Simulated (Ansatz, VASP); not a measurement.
HfC: VASP beside Ansatz

Contents of INCAR:

```
SYSTEM = HfC
PREC     = Accurate       ! precision mode
ENCUT    = 520            ! plane-wave cutoff, eV
EDIFF    = 1E-7           ! SCF threshold, eV
ISMEAR   = -1             ! smearing method
SIGMA    = 0.08           ! smearing width, eV
LREAL    = .False.        ! projectors in reciprocal space
LASPH    = .True.         ! aspherical terms in the spheres
NELM     = 80             ! most SCF steps
ALGO     = Normal         ! electronic algorithm
ISIF     = 2              ! what is computed and relaxed
LWAVE    = .False.        ! write WAVECAR
LCHARG   = .True.         ! write CHGCAR
GGA      = PE             ! functional
LELF     = .True.         ! ELF
LVHAR    = .True.       
NBANDS   = 14             ! bands
```

File KPOINTS:

```
Automatic mesh
0
Gamma
  14 14 14
  0 0 0
```

Contents of POSCAR:

```
HfC
1.0
    2.3772236952      0.0000000000      0.0000000000
    0.0000000000      2.3772236952      0.0000000000
    0.0000000000      0.0000000000      2.3772236952
Hf C
1 1
Direct
    0.0000000000      0.0000000000      0.0000000000
    0.5000000000      0.5000000000      0.5000000000
```

Input for Ansatz:

```yaml
crystal:
  lattice:
    - [2.3772236952, 0.0, 0.0]
    - [0.0, 2.3772236952, 0.0]
    - [0.0, 0.0, 2.3772236952]
  atoms:
    - { symbol: Hf, position: [0.0, 0.0, 0.0] }
    - { symbol: C, position: [0.5, 0.5, 0.5] }
kpoints:
  mp_grid: { grid: [14, 14, 14] }
scf:
  occupations: { method: fermi_dirac, width: 0.08 }
hamiltonian:
  xc: pbe
  pseudopotentials: { kind: all_electron, datasets: crystal }
output:
  forces: true
  stress: true
  eigenvalues: true
```

Change from the starting cell: volume scaled by 0.55, crystal datasets.

Alike in both runs: task single point; functional PBE; k mesh 14 × 14 × 14; occupations fermi-dirac, width 0.08 eV; no spin polarisation.

|  | VASP | Ansatz |
| --- | --- | --- |
| version | VASP 6.6.1 | Ansatz 0.2.0 |
| potentials or method | VASP PAW PBE potentials, release 64 (Hf_pv, C), cutoff 520 eV | all-electron PAW with datasets made for the crystal, scalar-relativistic |

Ansatz gave:

* pressure (GPa): 399.6

Task: Which values does VASP return?

Result: Pressure (GPa): 397.2.

Both programs put the cell under a high pressure, so it lies far from rest at this level. Ansatz ran all-electron here, and VASP with PAW potentials.

Neither program's run includes spin-orbit coupling. Noted on VASP's run: the cell as given lies far from equilibrium.
